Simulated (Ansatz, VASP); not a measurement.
## B in VASP and in Ansatz

```
CELL_PARAMETERS angstrom
0.00000 1.75461 1.75461
1.75461 0.00000 1.75461
1.75461 1.75461 0.00000
ATOMIC_POSITIONS crystal
B 0.87500 0.87500 0.87500
B 0.12500 0.12500 0.12500
```

Change from the starting cell: volume scaled by 0.65, LAPW.

Alike in both runs: task single point; functional PBE; k mesh 18 × 18 × 18; occupations fermi-dirac, width 0.05 eV; no spin polarisation.

```csv
,VASP,Ansatz
version,VASP 6.6.1,Ansatz 0.2.0
potentials or method,"VASP PAW PBE potentials, release 64 (B), cutoff 520 eV","all-electron LAPW, scalar-relativistic"
```

```csv
,VASP,Ansatz,Ansatz less VASP
pressure (GPa),160.7,160.1,-0.62
```

Both programs put the cell under a high pressure, so it lies far from rest at this level. Ansatz ran all-electron here, and VASP with PAW potentials.

Noted on VASP's run: the cell as given lies far from equilibrium.
